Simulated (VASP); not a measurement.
# Pd (P6/mmm) in VASP: notebook

Pd is run at these levels: PBE; tasks: single point.

Program: VASP 6.6.1. These are calculated values, not measurements. Logs are shortened: lines on timing, memory, paths and dates and some standing lists are left out, and cuts for length are marked.

### Step 1. The cell of the first run

It takes space group P6/mmm (No. 191, hexagonal). The conventional cell has a = 4.504 Å, b = 4.504 Å, c = 2.680 Å, α = 90.00°, β = 90.00°, γ = 120.00°. Within 3.5 Å of Pd (site symmetry 6/mmm) lie 14 Pd at 2.68 to 2.93 Å. Pd (site symmetry -6m2) has 11 Pd at 2.60 to 2.93 Å within 3.4 Å.

This isn't the form of Pd at room conditions, which is fcc.

### Step 2. Single point, PBE

File INCAR:

```
  ALGO = Normal
  EDIFF = 1E-7
  ENCUT = 520
  GGA = PE
  ISIF = 2
  ISMEAR = -1
  LASPH = True
  LCHARG = False
  LREAL = False
  LWAVE = False
  NBANDS = 22
  NELM = 80
  PREC = Accurate
  SIGMA = 0.1
```

File KPOINTS:

```
k-points
0
Gamma
  8 8 12
```

File POSCAR:

```
Pd
1.0
    4.5043060185      0.0000000000      0.0000000000
   -2.2521530093      3.9008434385      0.0000000000
    0.0000000000      0.0000000000      2.6801566923
Pd
3
Direct
    0.0000000000      0.0000000000      0.0000000000
    0.3333333333      0.6666666667      0.5000000000
    0.6666666667      0.3333333333      0.5000000000
```

Potentials or basis: VASP PAW PBE potentials, release 64 (Pd).

The run is started by

```console
> cat potpaw_PBE.64/Pd/POTCAR > POTCAR
> mpirun -np 1 vasp_std > vasp.out
```

OUTCAR:

```text
EDIFF = 1E-7
   ENCUT = 520
   GGA = PE
   ISIF = 2
   ISMEAR = -1
   LASPH = True
   LREAL = False
   NELM = 80
   PREC = Accurate

 ion  position               nearest neighbor table
   1  0.000  0.000  0.000-   2 2.93   3 2.93   2 2.93   3 2.93   3 2.93   3 2.93   2 2.93   2 2.93
                             3 2.93   3 2.93   2 2.93   2 2.93
   2  0.333  0.667  0.500-   3 2.60   3 2.60   3 2.60   1 2.93   1 2.93   1 2.93   1 2.93   1 2.93
                             1 2.93
   3  0.667  0.333  0.500-   2 2.60   2 2.60   2 2.60   1 2.93   1 2.93   1 2.93   1 2.93   1 2.93
                             1 2.93

  LATTYP: Found a hexagonal cell.
 ALAT       =     4.5043060185
 C/A-ratio  =     0.5950210046

  Lattice vectors:

 A1 = (   4.5043060185,   0.0000000000,   0.0000000000)
 A2 = (  -2.2521530093,   3.9008434385,   0.0000000000)
 A3 = (   0.0000000000,   0.0000000000,   2.6801566923)

Analysis of symmetry for initial positions (statically):
=====================================================================
 Subroutine PRICEL returns:
 Original cell was already a primitive cell.

 Routine SETGRP: Setting up the symmetry group for a
 hexagonal supercell.

 Subroutine GETGRP returns: Found 24 space group operations
 (whereof 24 operations were pure point group operations)
 out of a pool of 24 trial point group operations.

The static configuration has the point symmetry D_6h.

Analysis of symmetry for dynamics (positions and initial velocities):
=====================================================================
 Subroutine PRICEL returns:
 Original cell was already a primitive cell.

 Routine SETGRP: Setting up the symmetry group for a
 hexagonal supercell.

 Subroutine GETGRP returns: Found 24 space group operations
 (whereof 24 operations were pure point group operations)
 out of a pool of 24 trial point group operations.

The dynamic configuration has the point symmetry D_6h.

 Subroutine INISYM returns: Found 24 space group operations
 (whereof 24 operations are pure point group operations),
 and found     1 'primitive' translations

----------------------------------------------------------------------------------------

                                     Primitive cell

  volume of cell :      47.0919

  direct lattice vectors                    reciprocal lattice vectors
     4.504306019  0.000000000  0.000000000     0.222009783  0.128177408  0.000000000
    -2.252153009  3.900843438  0.000000000     0.000000000  0.256354816  0.000000000
     0.000000000  0.000000000  2.680156692     0.000000000  0.000000000  0.373112513

  length of vectors
     4.504306019  4.504306019  2.680156692     0.256354816  0.256354816  0.373112513

  position of ions in fractional coordinates (direct lattice)
     0.000000000  0.000000000  0.000000000
     0.333333333  0.666666667  0.500000000
     0.666666667  0.333333333  0.500000000

  ion indices of the primitive-cell ions
   primitive index   ion index
                 1           1
                 2           2
                 3           3

----------------------------------------------------------------------------------------

 KPOINTS: k-points

Automatic generation of k-mesh.
 Grid dimensions read from file:
 generate k-points for:    8    8   12

 Generating k-lattice:

  Cartesian coordinates                     Fractional coordinates (reciprocal lattice)
     0.027751223  0.016022176  0.000000000     0.125000000  0.000000000  0.000000000
     0.000000000  0.032044352  0.000000000     0.000000000  0.125000000  0.000000000
     0.000000000  0.000000000  0.031092709     0.000000000  0.000000000  0.083333333

  Length of vectors
     0.032044352  0.032044352  0.031092709

  Shift w.r.t. Gamma in fractional coordinates (k-lattice)
     0.000000000  0.000000000  0.000000000

 Subroutine IBZKPT returns following result:
 ===========================================

 Found     70 irreducible k-points:

 Following reciprocal coordinates:
            Coordinates               Weight
  0.000000  0.000000  0.000000      1.000000
  0.125000  0.000000  0.000000      6.000000
  0.250000  0.000000  0.000000      6.000000
  0.375000  0.000000  0.000000      6.000000
  0.500000  0.000000  0.000000      3.000000
  0.125000  0.125000  0.000000      6.000000
[... 16 lines left out ...]
  0.250000  0.000000  0.166667     12.000000
  0.375000  0.000000  0.166667     12.000000
 [... further k-points ...]
   k-points           NKPTS =     70   k-points in BZ     NKDIM =     70   number of bands    NBANDS=     22
   number of dos      NEDOS =    301   number of ions     NIONS =      3
   total plane-waves  NPLWV =  25920
   dimension x,y,z NGX =    36 NGY =   36 NGZ =   20
   dimension x,y,z NGXF=    72 NGYF=   72 NGZF=   40
   ions per type =               3
   NGX,Y,Z   is equivalent  to a cutoff of  13.29, 13.29, 12.41 a.u.
   NGXF,Y,Z  is equivalent  to a cutoff of  26.57, 26.57, 24.81 a.u.
 SYSTEM =  unknown system
   PREC   = accura    normal or accurate (medium, high low for compatibility)
   ISTART =      0    job   : 0-new  1-cont  2-samecut
   ICHARG =      2    charge: 1-file 2-atom 10-const
   ISPIN  =      1    spin polarized calculation?
   LNONCOLLINEAR =      F non collinear calculations
   LSORBIT =      F    spin-orbit coupling
   LASPH  =      T    aspherical Exc in radial PAW
   ENCUT  =  520.0 eV  38.22 Ry    6.18 a.u.   8.38  8.38  4.98*2*pi/ulx,y,z
   NELM   =     80;   NELMIN=  2; NELMDL= -5     # of ELM steps
   EDIFF  = 0.1E-06   stopping-criterion for ELM
   LREAL  =      F    real-space projection
   EDIFFG = 0.1E-05   stopping-criterion for IOM
   NSW    =      0    number of steps for IOM
   IBRION =     -1    ionic relax: 0-MD 1-quasi-New 2-CG
   NFREE  =      0    steps in history (QN), initial steepest desc. (CG)
   ISIF   =      2    stress and relaxation
   ISYM   =      2    0-nonsym 1-usesym 2-fastsym
   POTIM  = 0.5000    time-step for ionic-motion
   TEBEG  =    0.0;   TEEND  =   0.0 temperature during run
   PSTRESS=    0.0 pullay stress
   NELECT =      30.0000    total number of electrons
   NUPDOWN=      -1.0000    fix difference up-down
   EMIN   =  10.00;   EMAX   =-10.00  energy-range for DOS
   EFERMI =   0.00;   METHOD = LEGACY
   ISMEAR =    -1;   SIGMA  =   0.10  broadening in eV -4-tet -1-fermi 0-gaus
   EFERMI_NEDOS =   21; number of points for ismear=-14 and -15
   IALGO  =     38    algorithm
   IMIX   =      4    mixing-type and parameters
     AMIX     =   0.40;   BMIX     =  1.00
     AMIX_MAG =   1.60;   BMIX_MAG =  1.00
  volume/ion in A,a.u.               =      15.70       105.93
  Fermi-wavevector in a.u.,A,eV,Ry     =   1.408639  2.661942 26.997550  1.984264
  Thomas-Fermi vector in A             =   2.530776
   LORBIT       =      0    0 simple, 1 ext, 2 COOP (PROOUT), +10 PAW based schemes
   GGA     = PE    functional components
   LHFCALC =     F    Hartree Fock is set to
   AEXX    =    0.0000 exact exchange contribution
   IVDW    =     0    specifies the selected vdW correction
   LEPSILON=     F    determine dielectric tensor
   LRPA    =     F    only Hartree local field effects (RPA)
 non-spin polarized calculation
  energy-cutoff  :      520.00
  volume of cell :       47.09
 maximum number of plane-waves:      1282
 NGX is ok and might be reduce to    36
   NGX = 17   NGY = 17   NGZ =  9

 number of electron      29.9999986 magnetization

 Free energy of the ion-electron system (eV)
  ---------------------------------------------------
  ext. energy  EPLUGINS =         0.00000000
  ---------------------------------------------------
  free energy    TOTEN  =       -15.43663767 eV

  energy without entropy =      -15.25569931  energy(sigma->0) =      -15.34616849

 E-fermi :   8.8006     XC(G=0): -12.7871

 val. band max:        8.7944779821   @ k =   0.3750   0.1250   0.0833
 cond. band min:       8.8034078467   @ k =   0.2500   0.0000   0.0000
 fundamental gap:      0.0089298646
 Fermi energy:         8.8005972967

 k-point     1 :       0.0000    0.0000    0.0000
  band No.  band energies     occupation
      1       2.1129      2.00000
      2       4.0171      2.00000
      3       5.4191      2.00000
      4       5.7963      2.00000
      5       5.7963      2.00000
      6       5.8065      2.00000
[... 14 lines left out ...]
     21      16.6737      0.00000
     22      16.9698      0.00000

 k-point     2 :       0.1250    0.0000    0.0000
  band No.  band energies     occupation
      1       2.2992      2.00000
      2       4.0733      2.00000
      3       5.1642      2.00000
      4       5.3705      2.00000
      5       5.4390      2.00000
      6       5.7676      2.00000
[... 14 lines left out ...]
     21      17.9496      0.00000
     22      18.8132      0.00000

 k-point     3 :       0.2500    0.0000    0.0000
  band No.  band energies     occupation
      1       2.8249      2.00000
      2       4.1867      2.00000
      3       4.6289      2.00000
      4       5.1554      2.00000
      5       5.2494      2.00000
      6       5.6441      2.00000
[... 14 lines left out ...]
     21      19.8949      0.00000
     22      21.2844      0.00000

 k-point     4 :       0.3750    0.0000    0.0000
  band No.  band energies     occupation
      1       3.5590      2.00000
      2       4.0379      2.00000
      3       4.5787      2.00000
      4       4.9379      2.00000
      5       5.2090      2.00000
      6       5.4163      2.00000
[... 14 lines left out ...]
     21      21.8319      0.00000
     22      23.3444      0.00000

 k-point     5 :       0.5000    0.0000    0.0000
  band No.  band energies     occupation
      1       3.8390      2.00000
      2       4.2999      2.00000
      3       4.3519      2.00000
      4       5.0298      2.00000
      5       5.1301      2.00000
      6       5.2212      2.00000
[... 417 lines left out ...]
 k-point    22 :       0.1250    0.0000    0.1667
  band No.  band energies     occupation
      1       2.9402      2.00000
      2       4.6661      2.00000
      3       5.0783      2.00000
      4       5.2140      2.00000
      5       5.5809      2.00000
      6       5.7592      2.00000
[... 14 lines left out ...]
     21      18.5563      0.00000
     22      19.3735      0.00000

 k-point    23 :       0.2500    0.0000    0.1667
  band No.  band energies     occupation
      1       3.4164      2.00000
      2       4.6738      2.00000
      3       4.8377      2.00000
      4       5.1345      2.00000
      5       5.4902      2.00000
      6       5.9671      2.00000
[... 14 lines left out ...]
     21      20.4316      0.00000
     22      21.1971      0.00000

 k-point    24 :       0.3750    0.0000    0.1667
  band No.  band energies     occupation
      1       4.0854      2.00000
      2       4.3724      2.00000
      3       5.0636      2.00000
      4       5.1537      2.00000
      5       5.2873      2.00000
      6       5.8208      2.00000
[... 14 lines left out ...]
     21      22.3374      0.00000
     22      22.3376      0.00000

 [... further k-points ...]

------------------------ aborting loop because EDIFF is reached ----------------------------------------

  FORCE on cell =-STRESS in cart. coord.  units (eV):
  Direction    XX          YY          ZZ          XY          YZ          ZX
  --------------------------------------------------------------------------------------
  -------------------------------------------------------------------------------------
  Total       -0.1132577     -0.1132577     -0.0961195      0.0000000      0.0000000     -0.0000000
  in kB       -3.8532907     -3.8532907     -3.2702079      0.0000000      0.0000000     -0.0000000
  external PRESSURE =      -3.6589297 kB  Pullay stress =       0.0000000 kB

 VOLUME and BASIS-vectors are now :
 -----------------------------------------------------------------------------
  energy-cutoff  :      520.00
  volume of cell :       47.09
      direct lattice vectors                 reciprocal lattice vectors
     4.504306019  0.000000000  0.000000000     0.222009783  0.128177408  0.000000000
    -2.252153009  3.900843438  0.000000000     0.000000000  0.256354816  0.000000000
     0.000000000  0.000000000  2.680156692     0.000000000  0.000000000  0.373112513

 POSITION                                       TOTAL-FORCE (eV/Angst)
 -----------------------------------------------------------------------------------
      0.00000      0.00000      0.00000         0.000000      0.000000     -0.000000
     -0.00000      2.60056      1.34008         0.000000     -0.000000      0.000000
      2.25215      1.30028      1.34008        -0.000000      0.000000     -0.000000
 -----------------------------------------------------------------------------------
    total drift:                                0.000000      0.000000     -0.000000

  FREE ENERGIE OF THE ION-ELECTRON SYSTEM (eV)
  ---------------------------------------------------
  free  energy   TOTEN  =       -15.4366376729 eV

  energy  without entropy=      -15.2556993131  energy(sigma->0) =      -15.34616849
```

It took 1.7 min on 1 thread of Intel Xeon 8259CL, shared host; peak memory 0.2 GiB.

What came out:

| Property | Result |
| --- | --- |
| Free energy | -15.4366 eV |
| Pressure | -0.4 GPa |
| Band gap on the k mesh | zero (bands 15 and 16 overlap by 0.89 eV) |

### Step 3. Single point, PBE (13.81 Å³/atom)

This run uses another cell than the first one, of 13.81 Å³/atom.

File INCAR:

```
SYSTEM = Pd
PREC = Accurate ; ENCUT = 520
EDIFF = 1E-6 ; ISMEAR = -1
SIGMA = 0.1 ; LREAL = .FALSE.
LASPH = .TRUE. ; NELM = 80
ALGO = Normal ; ISIF = 2
LWAVE = .FALSE. ; LCHARG = .FALSE.
GGA = PE ; NBANDS = 22
```

File KPOINTS:

```
Automatic mesh
0
G
  11 11 15
  0 0 0
```

File POSCAR:

```
Pd
1.0
    4.3164042599      0.0000000000      0.0000000000
   -2.1582021300      3.7381157421      0.0000000000
    0.0000000000      0.0000000000      2.5683511991
Pd
3
Direct
    0.0000000000      0.0000000000      0.0000000000
    0.3333333333      0.6666666667      0.5000000000
    0.6666666667      0.3333333333      0.5000000000
```

Potentials or basis: VASP PAW PBE potentials, release 64 (Pd).

The run is started by

```console
> cat potpaw_PBE.64/Pd/POTCAR > POTCAR
> mpirun -np 1 vasp_std > vasp.out
```

Run time: 2 min. Hardware: 1 thread of Intel Xeon 8259CL, shared host; peak memory 0.22 GiB.

It converged, with:

| Property | Result |
| --- | --- |
| Free energy | -15.0025 eV |
| Pressure | 28.1 GPa |
| Band gap on the k mesh | zero (bands 15 and 16 overlap by 1.04 eV) |

Stress tensor (GPa, compression positive):
```
28.09  0.00  0.00
 0.00 28.09  0.00
 0.00  0.00 28.19
```

Levels at points of the mesh, in eV from the Fermi level:
```
           k point  band 12  band 13  band 14  band 15  band 16  band 17  band 18  band 19
(0.00, 0.00, 0.00)    -1.82    -1.67    -1.67     0.16     0.16     7.93     7.93     7.93
```

Caveat: the cell stands under pressure.

### Step 4. Single point, PBE (14.44 Å³/atom)

This run uses another cell than the first one, of 14.44 Å³/atom.

File INCAR:

```
SYSTEM = Pd
  ALGO = Normal
  EDIFF = 1E-7
  ENCUT = 520
  GGA = PE
  ISIF = 2
  ISMEAR = -1
  LASPH = .TRUE.
  LCHARG = .FALSE.
  LREAL = .FALSE.
  LWAVE = .FALSE.
  NBANDS = 22
  NELM = 60
  PREC = Accurate
  SIGMA = 0.1
```

File KPOINTS:

```
k-points
0
G
  11 11 15
  0 0 0
```

File POSCAR:

```
Pd
1.0
    4.3808377035      0.0000000000      0.0000000000
   -2.1904188518      3.7939167411      0.0000000000
    0.0000000000      0.0000000000      2.6066904515
Pd
3
Direct
    0.0000000000      0.0000000000      0.0000000000
    0.3333333333      0.6666666667      0.5000000000
    0.6666666667      0.3333333333      0.5000000000
```

The run is started by

```console
> cat potpaw_PBE.64/Pd/POTCAR > POTCAR
> mpirun -np 1 vasp_std > vasp.out
```

Wall time 3.1 min (1 thread of Intel Xeon 8259CL, shared host); peak memory 0.23 GiB.

Results (log left out):

- Free energy: -15.2610 eV
- Pressure: 16.1 GPa
- Band gap on the k mesh: zero (bands 15 and 16 overlap by 0.96 eV)

Stress tensor (GPa, compression positive):
```
16.10  0.00  0.00
 0.00 16.10  0.00
 0.00  0.00 16.24
```

Levels at points of the mesh, in eV from the Fermi level:
```tsv
k point	band 13	band 14	band 15	band 16	band 17	band 18
(0.00, 0.00, 0.00)	-1.55	-1.55	0.14	0.14	7.68	7.68
```

Caveat: the cell stands under pressure.

(Part 1 of 2 ends here.)
